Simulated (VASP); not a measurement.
## SnO2: single point with PBE

Crystal: SnO2.

```
Sn O
1.0
     4.83210    0.00000    0.00000
     0.00000    4.83210    0.00000
     0.00000    0.00000    3.18640
Sn O
2 4
Direct
  0.00000 0.00000 0.00000
  0.50000 0.50000 0.50000
  0.30562 0.30562 0.00000
  0.19438 0.80562 0.50000
  0.69438 0.69438 0.00000
  0.80562 0.19438 0.50000
```

This cell differs from its parent crystal: equal xx and yy strain of +2 %.

```
Program             : VASP 6.6.1
Task                : single point
Functional          : PBE
Potentials or basis : VASP PAW PBE potentials, release 64 (Sn_d, O)
Cutoff              : 520 eV
k mesh              : 4 × 4 × 6
Occupations         : fermi-dirac, width 0.03 eV
Spin                : no spin polarisation
```

The pressure is 3.8 GPa and the largest force is 0.023 eV/Å. The band gap on the k mesh is 0.86 eV, direct.

Forces on the atoms (eV/Å):
```
Sn   0.000  0.000  0.000
Sn   0.000  0.000  0.000
O    0.016  0.016  0.000
O   -0.016  0.016  0.000
O   -0.016 -0.016  0.000
O    0.016 -0.016  0.000
```

Stress tensor (GPa, compression positive):
```
2.25 0.00 0.00
0.00 2.25 0.00
0.00 0.00 6.79
```

Levels at points of the mesh, in eV from the valence-band top:
```csv
k point,band 22,band 23,band 24,band 25,band 26,band 27,band 28,band 29,band 30,band 31
"(0.00, 0.00, 0.00)",-1.22,-1.22,-0.78,-0.78,0.00,0.86,6.00,6.24,6.24,10.20
"(0.50, 0.00, 0.00)",-1.95,-1.17,-1.17,-0.63,-0.63,4.04,4.04,7.02,7.02,10.48
"(0.50, 0.50, 0.00)",-1.91,-1.28,-1.28,-0.91,-0.91,4.49,4.49,7.34,7.34,10.53
"(0.00, 0.00, 0.50)",-2.63,-1.56,-1.56,-1.21,-1.21,5.74,5.74,9.39,9.39,10.55
"(0.50, 0.00, 0.50)",-1.69,-1.06,-1.06,-0.78,-0.78,5.99,5.99,7.62,7.62,10.86
"(0.50, 0.50, 0.50)",-2.48,-0.94,-0.94,-0.82,-0.82,4.42,4.42,8.71,8.71,10.71
```

It took 19 s on 1 thread of Intel(R) Xeon(R) 6975P-C (Granite Rapids), on a shared host, peak memory 0.2 GiB.

Caveat: the cell differs from its parent crystal (equal xx and yy strain of +2 %); spin-orbit coupling is left out, which moves the levels of the heavy elements.
